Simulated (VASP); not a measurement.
Here is a VASP 6.6.1 calculation.

The input INCAR:

```
SYSTEM = TaSi2
PREC = Accurate ; ENCUT = 520
EDIFF = 1E-6 ; ISMEAR = 0
SIGMA = 0.1 ; LREAL = .FALSE.
LASPH = .TRUE. ; NELM = 100
ALGO = Normal ; ISIF = 2
LWAVE = .FALSE. ; LCHARG = .FALSE.
GGA = PE ; NBANDS = 38
```

KPOINTS

```
Automatic mesh
0
G
  6 6 4
  0 0 0
```

POSCAR

```
TaSi2
1.0
    4.7686270000      0.0000000000      0.0000000000
   -2.3843130000      4.1297520000      0.0000000000
    0.0000000000      0.0000000000      6.5214100000
Ta Si
3 6
Direct
    0.0000000000      0.5000000000      0.1666670000
    0.5000000000      0.5000000000      0.8333330000
    0.5000000000      0.0000000000      0.5000000000
    0.8413840000      0.6827670000      0.5000000000
    0.1586160000      0.8413840000      0.8333330000
    0.6827670000      0.8413840000      0.1666670000
    0.1586160000      0.3172330000      0.5000000000
    0.8413840000      0.1586160000      0.8333330000
    0.3172330000      0.1586160000      0.1666670000
```

Potentials or basis: VASP PAW PBE potentials, release 64 (Ta_pv, Si).

Command:

```bash
$ cat potpaw_PBE.64/Ta_pv/POTCAR potpaw_PBE.64/Si/POTCAR > POTCAR
$ mpirun -np 1 vasp_std > vasp.out
```

(1) Predict the pressure.

(2) Estimate the largest force.

Results:

(1) 5.6 GPa.

(2) 0.050 eV/Å.
